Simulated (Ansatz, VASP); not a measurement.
# MoS2: VASP beside Ansatz

```xyz
6
Lattice="3.1922 0.0000 0.0000 -1.5961 2.7646 0.0000 0.0000 0.0000 13.3783" Properties=species:S:1:pos:R:3 pbc="T T T"
Mo    1.5961    0.9215    3.3446
Mo    0.0000    1.8430   10.0337
S     1.5961    0.9215    8.4696
S     0.0000    1.8430    4.9087
S     1.5961    0.9215   11.5979
S     0.0000    1.8430    1.7804
```

Alike in both runs: task relaxation of cell and atoms; functional LDA; k mesh 12 × 12 × 2; occupations gaussian, width 0.02 eV; no spin polarisation.

```csv
,VASP,Ansatz
version,VASP 6.6.1,Ansatz 0.2.0
potentials or method,"VASP PAW LDA potentials, release 64 (Mo_sv, S), cutoff 600 eV","scalar-relativistic, plane waves, PAW"
valence electrons in the cell,52,52
```

```tsv
	VASP	Ansatz	Ansatz less VASP
gap on the k mesh at the Fermi level, each at its own relaxed structure (eV)	0.74	0.73	-0.010
relaxed volume (Å³/atom)	17.01	17.00	-0.015
relaxed cell length with the largest relative difference (Å)	3.124	3.122	-0.0014
```

LDA's correlation is that of Perdew and Zunger in VASP and of Perdew and Wang (1992) in Ansatz.
